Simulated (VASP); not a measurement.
## AlNi3: single point with PBE

The system is AlNi3.

```
Ni Al
1.0
     3.52305    0.00000    0.00000
     0.00000    3.52305    0.00000
     0.00000    0.00000    3.48782
Ni Al
3 1
Direct
  0.50000 0.50000 0.00000
  0.50000 0.00000 0.50000
  0.00000 0.50000 0.50000
  0.00000 0.00000 0.01135
```

This cell differs from its parent crystal: last atom moved by 0.04 Å along z, cell strained by -1.0% along z.

| Item | Value |
| --- | --- |
| Program | VASP 6.6.1 |
| Task | single point |
| Functional | PBE |
| Potentials or basis | VASP PAW PBE potentials, release 64 (Ni, Al) |
| Cutoff | 710 eV |
| k mesh | 15 × 15 × 15 |
| Occupations | gaussian, width 0.04 eV |
| Spin | collinear spin, ferromagnetic start |
| Starting moments | [1.0, 1.0, 1.0, 0.0] μB |
| Tolerance level | tight |
| Purpose | all |
| Further INCAR settings | ADDGRID = False; ALGO = Normal; EDIFF = 1e-08; NBANDS = 44 |

* Pressure: 9.5 GPa
* Largest force: 0.363 eV/Å
* Net moment: 0.73 μB per cell
* Site moments: Ni +0.27, +0.26 (each value once); Al -0.01 μB
* Valence electrons inside the program's atomic spheres: Ni 9.46, 9.47 (each value once); Al 0.82

Forces in eV/Å, atoms in the order of the input:
```
Ni   0.000  0.000 -0.019
Ni   0.000  0.000  0.191
Ni   0.000  0.000  0.191
Al   0.000  0.000 -0.363
```

Stress tensor (GPa, compression positive):
```
 9.16  0.00  0.00
 0.00  9.16  0.00
 0.00  0.00 10.27
```

Levels at points of the mesh, in eV from the Fermi level:
Spin up:
```
           k point  band 15  band 16  band 17  band 18  band 19  band 20
(0.00, 0.00, 0.00)    -0.08    -0.08     0.80     0.80     1.03     6.70
```
Spin down:
| k point | band 13 | band 14 | band 15 | band 16 | band 17 | band 18 | band 19 | band 20 |
| --- | --- | --- | --- | --- | --- | --- | --- | --- |
| (0.00, 0.00, 0.00) | 0.01 | 0.33 | 0.38 | 0.38 | 0.77 | 0.77 | 1.00 | 6.80 |

It took 3.1 min on 8 MPI ranks on Intel(R) Xeon(R) Platinum 8259CL CPU @ 2.50GHz (Skylake/Cascade Lake), on a shared host, peak memory 1.1 GiB a rank.

Caveat: the cell differs from its parent crystal (last atom moved by 0.04 Å along z, cell strained by -1.0% along z); the cell stands under pressure.
